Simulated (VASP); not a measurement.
# TaN (P1) in VASP: further runs

TaN is run at these levels: PBE; tasks: single point.

Program: VASP 6.6.1. These are calculated values, not measurements. Logs are shortened: lines on timing, memory, paths and dates and some standing lists are left out, and cuts for length are marked.

**1. The cell of the first run**

The typed cell holds 2 atoms: a = 3.076 Å, b = 3.076 Å, c = 3.076 Å, α = 60.00°, β = 60.00°, γ = 60.00°.

**2. Single point, PBE**

Contents of INCAR:

```
SYSTEM = TaN
ALGO = Normal
EDIFF = 1E-6
ENCUT = 520
GGA = PE
ISIF = 2
ISMEAR = 0
LASPH = .True.
LCHARG = .False.
LREAL = .False.
LWAVE = .False.
NBANDS = 15
NELM = 60
PREC = Accurate
SIGMA = 0.15
```

Contents of KPOINTS:

```
k-points
0
Gamma
  8 8 8
  0 0 0
```

Contents of POSCAR:

```
TaN
1.0
    0.0000000000      2.1753622637      2.1753622637
    2.1753622637      0.0000000000      2.1753622637
    2.1753622637      2.1753622637      0.0000000000
Ta N
1 1
Direct
    0.4944300000      0.5071800000      0.4927300000
    0.0264700000      0.9971200000      0.9852200000
```

Potentials or basis: VASP PAW PBE potentials, release 64 (Ta_pv, N).

On the command line:

```console
$ cat potpaw_PBE.64/Ta_pv/POTCAR potpaw_PBE.64/N/POTCAR > POTCAR
$ mpirun -np 1 vasp_std > vasp.out
```

OUTCAR:

```text
SYSTEM = TaN
   EDIFF = 1E-6
   ENCUT = 520
   GGA = PE
   ISIF = 2
   ISMEAR = 0
   LASPH = .True.
   LREAL = .False.
   NELM = 60
   PREC = Accurate

 ion  position               nearest neighbor table
   1  0.494  0.507  0.493-   2 2.12   2 2.13   2 2.14   2 2.21   2 2.22   2 2.23
   2  0.026  0.997  0.985-   1 2.12   1 2.13   1 2.14   1 2.21   1 2.22   1 2.23

  LATTYP: Found a face centered cubic cell.
 ALAT       =     4.3507245274

  Lattice vectors:

 A1 = (   0.0000000000,   2.1753622637,   2.1753622637)
 A2 = (   2.1753622637,   0.0000000000,   2.1753622637)
 A3 = (   2.1753622637,   2.1753622637,   0.0000000000)

Analysis of symmetry for initial positions (statically):
=====================================================================
 Subroutine PRICEL returns:
 Original cell was already a primitive cell.

 Routine SETGRP: Setting up the symmetry group for a
 face centered cubic supercell.

 Subroutine GETGRP returns: Found  1 space group operations
 (whereof  1 operations were pure point group operations)
 out of a pool of 48 trial point group operations.

The static configuration has the point symmetry C_1 .

Analysis of symmetry for dynamics (positions and initial velocities):
=====================================================================
 Subroutine PRICEL returns:
 Original cell was already a primitive cell.

 Routine SETGRP: Setting up the symmetry group for a
 face centered cubic supercell.

 Subroutine GETGRP returns: Found  1 space group operations
 (whereof  1 operations were pure point group operations)
 out of a pool of 48 trial point group operations.

The dynamic configuration has the point symmetry C_1 .

 Subroutine INISYM returns: Found  1 space group operations
 (whereof  1 operations are pure point group operations),
 and found     1 'primitive' translations

----------------------------------------------------------------------------------------

                                     Primitive cell

  volume of cell :      20.5885

  direct lattice vectors                    reciprocal lattice vectors
     0.000000000  2.175362264  2.175362264    -0.229846775  0.229846775  0.229846775
     2.175362264  0.000000000  2.175362264     0.229846775 -0.229846775  0.229846775
     2.175362264  2.175362264  0.000000000     0.229846775  0.229846775 -0.229846775

  length of vectors
     3.076426816  3.076426816  3.076426816     0.398106292  0.398106292  0.398106292

  position of ions in fractional coordinates (direct lattice)
     0.494430000  0.507180000  0.492730000
     0.026470000  0.997120000  0.985220000

  ion indices of the primitive-cell ions
   primitive index   ion index
                 1           1
                 2           2

----------------------------------------------------------------------------------------

 KPOINTS: k-points

Automatic generation of k-mesh.
 Grid dimensions read from file:
 generate k-points for:    8    8    8

 Generating k-lattice:

  Cartesian coordinates                     Fractional coordinates (reciprocal lattice)
    -0.028730847  0.028730847  0.028730847     0.125000000  0.000000000  0.000000000
     0.028730847 -0.028730847  0.028730847     0.000000000  0.125000000  0.000000000
     0.028730847  0.028730847 -0.028730847     0.000000000  0.000000000  0.125000000

  Length of vectors
     0.049763286  0.049763286  0.049763286

  Shift w.r.t. Gamma in fractional coordinates (k-lattice)
     0.000000000  0.000000000  0.000000000

 Subroutine IBZKPT returns following result:
 ===========================================

 Found    260 irreducible k-points:

 Following reciprocal coordinates:
            Coordinates               Weight
  0.000000  0.000000  0.000000      1.000000
  0.125000  0.000000  0.000000      2.000000
  0.000000  0.125000  0.000000      2.000000
  0.000000  0.000000  0.125000      2.000000
  0.125000  0.125000  0.125000      2.000000
  0.250000  0.000000  0.000000      2.000000
[... 16 lines left out ...]
  0.125000  0.000000  0.250000      2.000000
  0.125000  0.125000 -0.125000      2.000000
 [... further k-points ...]
   k-points           NKPTS =    260   k-points in BZ     NKDIM =    260   number of bands    NBANDS=     15
   number of dos      NEDOS =    301   number of ions     NIONS =      2
   total plane-waves  NPLWV =  13824
   dimension x,y,z NGX =    24 NGY =   24 NGZ =   24
   dimension x,y,z NGXF=    48 NGYF=   48 NGZF=   48
   ions per type =               1   1
   NGX,Y,Z   is equivalent  to a cutoff of  12.97, 12.97, 12.97 a.u.
   NGXF,Y,Z  is equivalent  to a cutoff of  25.94, 25.94, 25.94 a.u.
 SYSTEM =  TaN
   PREC   = accura    normal or accurate (medium, high low for compatibility)
   ISTART =      0    job   : 0-new  1-cont  2-samecut
   ICHARG =      2    charge: 1-file 2-atom 10-const
   ISPIN  =      1    spin polarized calculation?
   LNONCOLLINEAR =      F non collinear calculations
   LSORBIT =      F    spin-orbit coupling
   LASPH  =      T    aspherical Exc in radial PAW
   ENCUT  =  520.0 eV  38.22 Ry    6.18 a.u.   5.72  5.72  5.72*2*pi/ulx,y,z
   NELM   =     60;   NELMIN=  2; NELMDL= -5     # of ELM steps
   EDIFF  = 0.1E-05   stopping-criterion for ELM
   LREAL  =      F    real-space projection
   EDIFFG = 0.1E-04   stopping-criterion for IOM
   NSW    =      0    number of steps for IOM
   IBRION =     -1    ionic relax: 0-MD 1-quasi-New 2-CG
   NFREE  =      0    steps in history (QN), initial steepest desc. (CG)
   ISIF   =      2    stress and relaxation
   ISYM   =      2    0-nonsym 1-usesym 2-fastsym
   POTIM  = 0.5000    time-step for ionic-motion
   TEBEG  =    0.0;   TEEND  =   0.0 temperature during run
   PSTRESS=    0.0 pullay stress
   NELECT =      16.0000    total number of electrons
   NUPDOWN=      -1.0000    fix difference up-down
   EMIN   =  10.00;   EMAX   =-10.00  energy-range for DOS
   EFERMI =   0.00;   METHOD = LEGACY
   ISMEAR =     0;   SIGMA  =   0.15  broadening in eV -4-tet -1-fermi 0-gaus
   EFERMI_NEDOS =   21; number of points for ismear=-14 and -15
   IALGO  =     38    algorithm
   IMIX   =      4    mixing-type and parameters
     AMIX     =   0.40;   BMIX     =  1.00
     AMIX_MAG =   1.60;   BMIX_MAG =  1.00
  volume/ion in A,a.u.               =      10.29        69.47
  Fermi-wavevector in a.u.,A,eV,Ry     =   1.505127  2.844278 30.822750  2.265408
  Thomas-Fermi vector in A             =   2.616017
   LORBIT       =      0    0 simple, 1 ext, 2 COOP (PROOUT), +10 PAW based schemes
   GGA     = PE    functional components
   LHFCALC =     F    Hartree Fock is set to
   AEXX    =    0.0000 exact exchange contribution
   IVDW    =     0    specifies the selected vdW correction
   LEPSILON=     F    determine dielectric tensor
   LRPA    =     F    only Hartree local field effects (RPA)
 non-spin polarized calculation
 Gauss-broadening in eV      SIGMA  =   0.15
  energy-cutoff  :      520.00
  volume of cell :       20.59
 maximum number of plane-waves:       568
   NGX = 11   NGY = 11   NGZ = 11

 number of electron      16.0000000 magnetization

 Free energy of the ion-electron system (eV)
  ---------------------------------------------------
  ext. energy  EPLUGINS =         0.00000000
  ---------------------------------------------------
  free energy    TOTEN  =       -21.71656729 eV

  energy without entropy =      -21.70602487  energy(sigma->0) =      -21.71129608

 E-fermi :   9.9657     XC(G=0): -13.6126

 val. band max:        9.9184492748   @ k =  -0.2500  -0.1250  -0.1250
 cond. band min:      10.0490075599   @ k =   0.5000  -0.3750   0.3750
 fundamental gap:      0.1305582850
 Fermi energy:         9.9656635912

 k-point     1 :       0.0000    0.0000    0.0000
  band No.  band energies     occupation
      1     -25.7790      2.00000
      2     -25.7778      2.00000
      3     -25.7761      2.00000
      4      -9.2148      2.00000
      5       5.7597      2.00000
      6       5.8345      2.00000
      7       5.8512      2.00000
      8       7.7694      2.00000
      9       7.8232      2.00000
     10       8.0080      2.00000
     11      10.0951      0.22246
     12      10.1333      0.11391
     13      11.6995      0.00000
     14      19.3147      0.00000
     15      22.3860      0.00000

 k-point     2 :       0.1250    0.0000    0.0000
  band No.  band energies     occupation
      1     -25.9287      2.00000
      2     -25.7925      2.00000
      3     -25.7911      2.00000
      4      -8.8223      2.00000
      5       4.3276      2.00000
      6       4.8308      2.00000
      7       4.8348      2.00000
      8       8.2863      2.00000
      9       8.3061      2.00000
     10       8.4345      2.00000
     11      11.4754      0.00000
     12      11.4964      0.00000
     13      12.7438      0.00000
     14      20.4824      0.00000
     15      22.3856      0.00000

 k-point     3 :       0.0000    0.1250    0.0000
  band No.  band energies     occupation
      1     -25.9313      2.00000
      2     -25.7920      2.00000
      3     -25.7899      2.00000
      4      -8.8203      2.00000
      5       4.2097      2.00000
      6       4.8493      2.00000
      7       5.0287      2.00000
      8       8.1275      2.00000
      9       8.2668      2.00000
     10       8.4712      2.00000
     11      11.4951      0.00000
     12      11.5475      0.00000
     13      12.7368      0.00000
     14      20.4791      0.00000
     15      22.3856      0.00000
[... 343 lines left out ...]
 k-point    23 :       0.1250    0.0000    0.2500
  band No.  band energies     occupation
      1     -26.1819      2.00000
      2     -25.8720      2.00000
      3     -25.8511      2.00000
      4      -8.0181      2.00000
      5       2.0513      2.00000
      6       3.9996      2.00000
      7       4.3573      2.00000
      8       7.3109      2.00000
      9      10.1534      0.07666
     10      10.2398      0.00975
     11      12.0752      0.00000
     12      12.9065      0.00000
     13      16.1080      0.00000
     14      22.3821      0.00000
     15      22.8208      0.00000

 k-point    24 :       0.1250    0.1250   -0.1250
  band No.  band energies     occupation
      1     -26.1801      2.00000
      2     -25.8711      2.00000
      3     -25.8531      2.00000
      4      -8.0194      2.00000
      5       2.0478      2.00000
      6       3.9160      2.00000
      7       4.4604      2.00000
      8       7.2548      2.00000
      9      10.1527      0.07788
     10      10.3064      0.00132
     11      12.0793      0.00000
     12      12.8892      0.00000
     13      16.1039      0.00000
     14      22.3821      0.00000
     15      22.8223      0.00000

 [... further k-points ...]
[... 5 lines left out ...]
  --------------------------------------------------------------------------------------
  -------------------------------------------------------------------------------------
  Total        2.3975373      2.4925332      2.4551367      0.0565577     -0.0727604      0.0498909
  in kB      186.5740269    193.9665154    191.0563563      4.4012665     -5.6621418      3.8824636
  external PRESSURE =     190.5322995 kB  Pullay stress =       0.0000000 kB

 VOLUME and BASIS-vectors are now :
 -----------------------------------------------------------------------------
  energy-cutoff  :      520.00
  volume of cell :       20.59
      direct lattice vectors                 reciprocal lattice vectors
     0.000000000  2.175362264  2.175362264    -0.229846775  0.229846775  0.229846775
     2.175362264  0.000000000  2.175362264     0.229846775 -0.229846775  0.229846775
     2.175362264  2.175362264  0.000000000     0.229846775  0.229846775 -0.229846775

 POSITION                                       TOTAL-FORCE (eV/Angst)
 -----------------------------------------------------------------------------------
      2.17517      2.14743      2.17886        -0.400132      0.571219      0.507195
      4.31231      2.20079      2.22668         0.400132     -0.571219     -0.507195
 -----------------------------------------------------------------------------------
    total drift:                                0.000062     -0.000014     -0.000018

  FREE ENERGIE OF THE ION-ELECTRON SYSTEM (eV)
  ---------------------------------------------------
  free  energy   TOTEN  =       -21.7165672945 eV

  energy  without entropy=      -21.7060248703  energy(sigma->0) =      -21.71129608
```

Wall time 36 s (1 thread of Intel Xeon Platinum 8488C (Sapphire Rapids), shared host); peak memory 0.2 GiB.

What came out:

```
Free energy            : -21.7166 eV
Pressure               : 19.1 GPa
Largest force          : 0.862 eV/Å
Band gap on the k mesh : zero (band 8 reaches 11.94 eV, above the bottom of band 9 at 7.82 eV)
```

Forces in eV/Å, atoms in the order of the input:
```
Ta  -0.400  0.571  0.507
N    0.400 -0.571 -0.507
```

Levels at points of the mesh, in eV from the Fermi level:
```tsv
k point	band 5	band 6	band 7	band 8	band 9	band 10	band 11	band 12
(0.00, 0.00, 0.00)	-4.21	-4.13	-4.11	-2.20	-2.14	-1.96	0.13	0.17
(0.50, 0.00, 0.00)	-10.67	-7.89	-7.89	1.97	1.98	2.04	3.95	7.84
(0.00, 0.50, 0.00)	-10.69	-7.86	-7.83	1.91	1.94	2.06	3.81	7.76
(0.00, 0.00, 0.50)	-10.69	-7.86	-7.82	1.91	1.94	2.06	3.80	7.75
(0.50, 0.50, 0.50)	-10.69	-7.86	-7.83	1.92	1.94	2.07	3.82	7.79
(0.50, 0.50, 0.00)	-6.76	-5.97	-4.79	-4.51	2.23	3.69	3.69	4.78
(0.00, 0.50, 0.50)	-6.76	-6.01	-4.80	-4.47	2.23	3.69	3.69	4.78
(0.50, 0.00, 0.50)	-6.75	-5.95	-4.79	-4.54	2.22	3.69	3.69	4.77
```

Caveat: spin-orbit coupling is left out, which moves the levels of the heavy elements.

**3. Single point, PBE**

This run uses another cell than the first one, of 10.40 Å³/atom, 1.010 times its volume.

Contents of INCAR:

```
SYSTEM = TaN
  ALGO = Normal
  EDIFF = 1E-6
  ENCUT = 520
  GGA = PE
  ISIF = 2
  ISMEAR = 0
  LASPH = .TRUE.
  LCHARG = .FALSE.
  LREAL = .FALSE.
  LWAVE = .FALSE.
  NBANDS = 15
  NELM = 100
  PREC = Accurate
  SIGMA = 0.15
```

Contents of KPOINTS:

```
k-points
0
G
  8 8 8
  0 0 0
```

Contents of POSCAR:

```
TaN
1.0
    0.0000000000      2.1826256306      2.1826256306
    2.1826256306      0.0000000000      2.1826256306
    2.1826256306      2.1826256306      0.0000000000
Ta N
1 1
Direct
    0.4944300000      0.5071800000      0.4927300000
    0.0264700000      0.9971200000      0.9852200000
```

Potentials or basis: VASP PAW PBE potentials, release 64 (Ta_pv, N).

On the command line:

```console
$ cat potpaw_PBE.64/Ta_pv/POTCAR potpaw_PBE.64/N/POTCAR > POTCAR
$ mpirun -np 1 vasp_std > vasp.out
```

Wall time 33 s (1 thread of Intel Xeon Platinum 8488C (Sapphire Rapids), shared host); peak memory 0.21 GiB.

Results (log left out):

```yaml
Free_energy: -21.7387 eV
Pressure: 15.0 GPa
Largest_force: 0.820 eV/Å
Band_gap_on_the_k_mesh: zero (band 8 reaches 11.79 eV, above the bottom of band 9 at 7.73 eV)
```

Forces in eV/Å, atoms in the order of the input:
```
Ta  -0.380  0.543  0.482
N    0.380 -0.543 -0.482
```

Stress tensor (GPa, compression positive):
```
14.66  0.42  0.37
 0.42 15.37 -0.55
 0.37 -0.55 15.09
```

Levels at points of the mesh, in eV from the Fermi level:
| k point | band 4 | band 5 | band 6 | band 7 | band 8 | band 9 | band 10 | band 11 | band 12 | band 13 |
| --- | --- | --- | --- | --- | --- | --- | --- | --- | --- | --- |
| (0.00, 0.00, 0.00) | -19.10 | -4.17 | -4.10 | -4.08 | -2.17 | -2.11 | -1.93 | 0.13 | 0.17 | 1.65 |
| (0.50, 0.00, 0.00) | -15.97 | -10.59 | -7.81 | -7.81 | 1.94 | 1.95 | 2.01 | 3.91 | 7.73 | 7.76 |
| (0.00, 0.50, 0.00) | -15.95 | -10.60 | -7.78 | -7.75 | 1.88 | 1.91 | 2.03 | 3.77 | 7.65 | 7.73 |
| (0.00, 0.00, 0.50) | -15.95 | -10.60 | -7.78 | -7.75 | 1.88 | 1.91 | 2.03 | 3.77 | 7.64 | 7.74 |
| (0.50, 0.50, 0.50) | -15.95 | -10.60 | -7.79 | -7.76 | 1.89 | 1.91 | 2.04 | 3.79 | 7.68 | 7.71 |
| (0.50, 0.50, 0.00) | -17.83 | -6.74 | -5.91 | -4.77 | -4.48 | 2.19 | 3.63 | 3.64 | 4.67 | 6.90 |
| (0.00, 0.50, 0.50) | -17.83 | -6.74 | -5.94 | -4.78 | -4.44 | 2.20 | 3.64 | 3.64 | 4.68 | 6.94 |
| (0.50, 0.00, 0.50) | -17.83 | -6.73 | -5.88 | -4.77 | -4.51 | 2.19 | 3.63 | 3.63 | 4.67 | 6.87 |

Caveat: spin-orbit coupling is left out, which moves the levels of the heavy elements.

**4. Single point, PBE**

This run uses another cell than the first one, of 10.40 Å³/atom, 1.010 times its volume.

Contents of INCAR:

```
SYSTEM = TaN
  ALGO = Normal
  EDIFF = 1E-6
  ENCUT = 600
  GGA = PE
  GGA_COMPAT = .FALSE.
  ISIF = 2
  ISMEAR = 0
  LASPH = .TRUE.
  LCHARG = .FALSE.
  LREAL = .FALSE.
  LWAVE = .FALSE.
  NBANDS = 16
  NELM = 120
  PREC = Accurate
  SIGMA = 0.15
```

KPOINTS is that of step 3.

POSCAR is that of step 3.

Potentials or basis: VASP PAW PBE potentials, release 64 (Ta_sv_GW, N).

On the command line:

```console
$ cat potpaw_PBE.64/Ta_sv_GW/POTCAR potpaw_PBE.64/N/POTCAR > POTCAR
$ mpirun -np 1 vasp_std > vasp.out
```

Wall time 2.2 min (1 thread of Intel Xeon Platinum 8488C (Sapphire Rapids), shared host); peak memory 0.26 GiB.

It converged, with:

| Quantity | Value |
| --- | --- |
| Free energy | -24.2712 eV |
| Pressure | 14.1 GPa |
| Largest force | 0.822 eV/Å |
| Band gap on the k mesh | zero (band 9 reaches 16.16 eV, above the bottom of band 10 at 12.10 eV) |

Forces on the atoms (eV/Å):
```
Ta  -0.381  0.544  0.483
N    0.381 -0.544 -0.483
```

Stress tensor (GPa, compression positive):
```
13.76  0.42  0.37
 0.42 14.46 -0.55
 0.37 -0.55 14.18
```

Levels at points of the mesh, in eV from the Fermi level:
| k point | band 7 | band 8 | band 9 | band 10 | band 11 | band 12 |
| --- | --- | --- | --- | --- | --- | --- |
| (0.00, 0.00, 0.00) | -4.10 | -4.08 | -2.16 | -2.11 | -1.93 | 0.14 |
| (0.50, 0.00, 0.00) | -7.81 | -7.81 | 1.95 | 1.96 | 2.01 | 3.88 |
| (0.00, 0.50, 0.00) | -7.78 | -7.75 | 1.89 | 1.92 | 2.03 | 3.74 |
| (0.00, 0.00, 0.50) | -7.78 | -7.75 | 1.89 | 1.92 | 2.03 | 3.74 |
| (0.50, 0.50, 0.50) | -7.79 | -7.76 | 1.89 | 1.92 | 2.04 | 3.76 |
| (0.50, 0.50, 0.00) | -5.90 | -4.76 | -4.47 | 2.21 | 3.65 | 3.65 |
| (0.00, 0.50, 0.50) | -5.93 | -4.77 | -4.43 | 2.21 | 3.65 | 3.65 |
| (0.50, 0.00, 0.50) | -5.87 | -4.76 | -4.50 | 2.20 | 3.65 | 3.65 |

Caveat: spin-orbit coupling is left out, which moves the levels of the heavy elements.

**5. Summary**

```csv
potentials or basis,cell,cutoff (eV),second run,gap on the mesh (eV),pressure (GPa),largest force (eV/Å)
"VASP PAW PBE potentials, release 64 (Ta_pv, N)","a = 3.076 Å, angles 60.0°, 2 atoms",520,-,none,19.1,0.86
"VASP PAW PBE potentials, release 64 (Ta_pv, N)","a = 3.087 Å, angles 60.0°, 2 atoms",520,-,none,15.0,0.82
"VASP PAW PBE potentials, release 64 (Ta_sv_GW, N)","a = 3.087 Å, angles 60.0°, 2 atoms",600,valence_matched,none,14.1,0.82
```

Alike in all rows: task single point; level PBE; no spin polarisation; k mesh 8 × 8 × 8; smearing gaussian 0.15 eV.

Caveats: spin-orbit coupling is left out, which moves the levels of the heavy elements.

Absolute energies hang on the potentials; compare differences alone.
